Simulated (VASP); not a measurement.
Cd:

```
CELL_PARAMETERS angstrom
2.94112 -1.94385 0.00000
2.94112 1.94385 0.00000
0.00000 0.00000 7.92947
ATOMIC_POSITIONS crystal
Cd 0.85000 0.15000 0.11700
Cd 0.65000 0.35000 0.61700
Cd 0.15000 0.85000 0.88300
Cd 0.35000 0.65000 0.38300
```

```yaml
Program: VASP 6.6.1
Task: relaxation of cell and atoms
Functional: PBEsol
Potentials_or_basis: VASP PAW PBE potentials, release 64 (Cd)
Cutoff: 600 eV
k_mesh: 6 × 6 × 2
Occupations: gaussian, width 0.1 eV
Spin: no spin polarisation
```

At the start: pressure 18.3 GPa; volume 22.67 Å³/atom.

**Question.** How do energy, volume and symmetry change on relaxing?

**Answer.** Over 36 steps the energy falls by 898.1 meV/atom and the volume is 21.24 Å³/atom (-6.3 %); space group Fmmm (No. 69, to 0.05 Å).

Step by step:
| step | energy change (eV) | largest force (eV/Å) | pressure (GPa) | volume (Å³) |
| --- | --- | --- | --- | --- |
| 1 | 0.0000 | 7.5526 | 18.28 | 90.67 |
| 2 | -1.8709 | 0.4534 | -3.87 | 126.40 |
| 3 | -2.0327 | 0.4994 | -4.11 | 122.92 |
| 4 | -2.2012 | 0.5306 | -4.19 | 119.55 |
| 5 | -2.7872 | 0.2280 | -2.44 | 104.81 |
| 6 | -2.7629 | 0.3962 | -0.73 | 101.07 |
| 7 | -2.7954 | 0.1941 | -2.02 | 103.66 |
| 8 | -2.7957 | 0.1937 | -1.91 | 103.39 |
| 9 | -2.8890 | 0.2462 | -1.35 | 99.58 |
| 10 | -3.0495 | 0.3630 | 0.45 | 92.32 |
| 11 | -3.1378 | 0.6882 | 8.08 | 78.26 |
| 12 | -3.1331 | 0.4971 | 2.73 | 85.64 |
| 13 | -3.1730 | 0.5954 | 5.00 | 81.93 |
| 14 | -3.2066 | 0.5885 | 5.12 | 81.37 |
| 15 | -3.2682 | 0.5417 | 5.93 | 79.63 |
| 16 | -3.2727 | 0.5341 | 6.32 | 79.00 |
| 17 | -3.3262 | 0.4701 | 4.95 | 80.16 |
| 18 | -3.4259 | 0.3111 | 1.57 | 83.70 |
| 19 | -3.4148 | 0.1138 | -2.93 | 91.07 |
| 20 | -3.4508 | 0.1955 | -0.95 | 87.22 |
| 21 | -3.4512 | 0.2056 | -0.71 | 86.85 |
| 22 | -3.4578 | 0.1937 | -0.63 | 86.69 |
| 23 | -3.4744 | 0.1704 | -0.39 | 86.21 |
| 24 | -3.4876 | 0.1951 | 0.28 | 85.21 |
| 25 | -3.4947 | 0.1924 | 0.17 | 85.35 |
| 26 | -3.5141 | 0.1820 | -0.17 | 85.77 |
| 27 | -3.5400 | 0.1522 | -0.91 | 86.57 |
| 28 | -3.5660 | 0.1241 | -1.68 | 88.05 |
| 29 | -3.5580 | 0.1239 | -1.28 | 87.27 |
| 30 | -3.5682 | 0.1153 | -1.49 | 87.68 |
| 31 | -3.5777 | 0.1131 | -1.14 | 86.99 |
| 32 | -3.5834 | 0.1146 | -0.48 | 85.84 |
| 33 | -3.5872 | 0.1017 | -0.24 | 85.46 |
| 34 | -3.5912 | 0.0632 | 0.36 | 84.50 |
| 35 | -3.5922 | 0.0417 | 0.17 | 84.76 |
| 36 | -3.5926 | 0.0255 | 0.03 | 84.97 |

Final structure:
```xyz
4
Lattice="2.3031 -2.1628 0.0000 2.3031 2.1628 0.0000 0.0000 0.0000 8.5294" Properties=species:S:1:pos:R:3 pbc="T T T"
Cd    2.3031   -1.0904    1.0631
Cd    2.3031   -1.0724    5.3278
Cd    2.3031    1.0904    7.4662
Cd    2.3031    1.0724    3.2016
```

Caveat: the k points lie up to 0.37 Å⁻¹ apart in the final cell; the PAW data sets were made with another functional, which shifts forces and pressure a little.
